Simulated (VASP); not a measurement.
GaN, 4 atoms in the cell. The structure is hexagonal, space group P6_3mc (No. 186). Conventional cell: a = 3.180 Å, b = 3.180 Å, c = 5.166 Å, α = 90.00°, β = 90.00°, γ = 120.00°. Ga (site symmetry 3m) has 4 N at 1.94 to 1.95 Å within 2.6 Å. Within 2.6 Å of N (site symmetry 3m) lie 4 Ga at 1.94 to 1.95 Å. 

- Program: VASP 6.6.1
- Task: single point
- Functional: revPBE
- Dispersion: D3(BJ)
- Potentials or basis: VASP PAW PBE potentials, release 64 (Ga_d, N)
- Cutoff: 520 eV
- k mesh: 10 × 10 × 5
- Occupations: fermi-dirac, width 0.05 eV
- Spin: no spin polarisation
- Dipole correction: no
- Further INCAR settings: ALGO = Normal; EDIFF = 1e-06; NBANDS = 26

Potentials or basis: VASP PAW PBE potentials, release 64 (Ga_d, N).

Command:

```bash
$ cat potpaw_PBE.64/Ga_d/POTCAR potpaw_PBE.64/N/POTCAR > POTCAR
$ mpirun -np 1 vasp_std > vasp.out
```

Hardware: 1 thread of Intel(R) Xeon(R) 6975P-C (Granite Rapids) (shared host).

Task: Estimate the wall time of this run.

Result: It took 18 s on 1 thread of Intel(R) Xeon(R) 6975P-C (Granite Rapids), on a shared host, peak memory 0.19 GiB. Counts: scf iterations 15, k points 42.
